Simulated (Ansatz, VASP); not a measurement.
# One calculation of In, two programs

```
In
1.0
     2.91001   -1.70709   -0.05035
     2.91001    1.70709   -0.05035
    -1.95450    0.00000    2.79926
In
1
Direct
  0.00000 0.00000 0.00000
```

Change from the starting cell: the structure that the rattled cell fell into.

Alike in both runs: functional PBE; k mesh 20 × 20 × 20; occupations gaussian, width 0.1 eV; no spin polarisation.

Ansatz relaxed the structure, and its values are those at the end. VASP's run is a single point on that final structure, the one shown.

|  | VASP | Ansatz |
| --- | --- | --- |
| version | VASP 6.6.1 | Ansatz 0.2.0 |
| potentials or method | VASP PAW PBE potentials, release 64 (In_d), cutoff 520 eV | scalar-relativistic, plane waves, PAW |
| valence electrons in the cell | 13 | 13 |

```tsv
	VASP	Ansatz	Ansatz less VASP
gap on the k mesh at the Fermi level (eV)	none	none	-
pressure (GPa)	0.0	0.0	+0.03
```

A gap of «none» marks a metal or a gap that the smearing closes.
